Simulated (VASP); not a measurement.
Wanted: the native input for a VASP 6.6.1 run.

```yaml
Task: relaxation of cell and atoms
Functional: r2SCAN
Potentials_or_basis: VASP PAW PBE potentials, release 64 (Ca_sv, O)
Cutoff: 600 eV
k_mesh: 12 × 12 × 12
Occupations: fermi-dirac, width 0.08 eV
Spin: no spin polarisation
Dipole_correction: no
Further_INCAR_settings: ALGO = Normal; EDIFF = 1e-07; IBRION = 2; EDIFFG = -0.002; NSW = 100; ISIF = 3
```

The system is CaO.

```
CELL_PARAMETERS angstrom
2.40650 2.40650 0.00000
-2.40650 2.40650 0.00000
0.00000 2.40650 2.40650
ATOMIC_POSITIONS crystal
Ca 0.00000 0.00000 0.00000
O 0.50000 0.50000 0.00000
```

The input as run:

POSCAR

```
CaO
1.0
    2.4065000000      2.4065000000      0.0000000000
   -2.4065000000      2.4065000000      0.0000000000
    0.0000000000      2.4065000000      2.4065000000
Ca O
1 1
Direct
    0.0000000000      0.0000000000      0.0000000000
    0.5000000000      0.5000000000      0.0000000000
```

INCAR.step1

```
PREC = Accurate
ENCUT = 600
ISMEAR = -1
SIGMA = 0.08
LREAL = F
LASPH = T
NELM = 80
GGA = PE
ALGO = Normal
EDIFF = 1E-4
LWAVE = T
LCHARG = F
```

INCAR.step2

```
PREC = Accurate
ENCUT = 600
EDIFF = 1E-7
ISMEAR = -1
SIGMA = 0.08
LREAL = F
LASPH = T
NELM = 80
ALGO = Normal
ISIF = 3
LWAVE = F
LCHARG = F
METAGGA = R2SCAN
LMIXTAU = T
IBRION = 2
NSW = 100
EDIFFG = -0.002
ISTART = 1
```

KPOINTS

```
Automatic mesh
0
Gamma
  12 12 12
```

Potentials or basis: VASP PAW PBE potentials, release 64 (Ca_sv, O).

Run with:

```bash
$ cat potpaw_PBE.64/Ca_sv/POTCAR potpaw_PBE.64/O/POTCAR > POTCAR
$ cp INCAR.step1 INCAR
$ mpirun -np 1 vasp_std > vasp.out
$ cp INCAR.step2 INCAR
$ mpirun -np 1 vasp_std > vasp.out
```

Results of the run:

* Relaxed volume: 13.89 Å³/atom
* Relaxed cell: a = 3.399 Å, b = 3.399 Å, c = 3.399 Å, α = 60.00°, β = 60.00°, γ = 90.00°
* Space group after relaxing (to 0.1 Å): Fm-3m (No. 225)
* Energy gained by relaxing: 0.1 meV/atom
* Ionic steps: 3
* Pressure after relaxing: 0.0 GPa
* Band gap on the k mesh: 4.19 eV (least direct gap 4.56 eV)

Caveat: the PAW data sets were made with another functional, which shifts forces and pressure a little.

Run time: 7.5 min on 1 thread of Intel(R) Xeon(R) Platinum 8259CL CPU @ 2.50GHz (Skylake/Cascade Lake), on a shared host, peak memory 0.19 GiB.
